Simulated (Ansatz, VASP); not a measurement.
# Two plane-wave programs on Te2Mo

```
CELL_PARAMETERS angstrom
1.73497 1.00169 7.03958
-1.73497 1.00169 7.03958
0.00000 -2.00337 7.03958
ATOMIC_POSITIONS crystal
Mo 0.00067 0.00067 0.00067
Te 0.41581 0.41581 0.41581
Te 0.25222 0.25222 0.25222
```

Alike in both runs: task single point; functional PBEsol; k mesh 6 × 6 × 6; occupations gaussian, width 0.1 eV; no spin polarisation.

|  | VASP | Ansatz |
| --- | --- | --- |
| version | VASP 6.6.1 | Ansatz 0.2.0 |
| potentials or method | VASP PAW PBE potentials, release 64 (Mo_sv, Te), cutoff 520 eV | scalar-relativistic, plane waves, PAW |
| valence electrons in the cell | 26 | 46 |

VASP gave:

```
gap on the k mesh at the Fermi level (eV)                     : 0.85
least direct gap on the mesh (eV)                             : 1.14
pressure (GPa)                                                : 7.1
traceless stress, the component that is largest in VASP (GPa) : 3.26
rms of the force components (eV/Å)                            : 0.666
```

Problem. Estimate Ansatz's values.

Solution. gap on the k mesh at the Fermi level (eV): 0.86; least direct gap on the mesh (eV): 1.14; pressure (GPa): 6.9; traceless stress, the component that is largest in VASP (GPa): 3.16; rms of the force components (eV/Å): 0.647.

VASP's potentials were made for PBE, not for PBEsol. Atom by atom the forces differ by 0.019 eV/Å (rms over components). VASP's potentials hold 26 valence electrons a cell and Ansatz's 46, so a difference there can come from the potentials and not from the codes.

Spin-orbit coupling is off throughout.
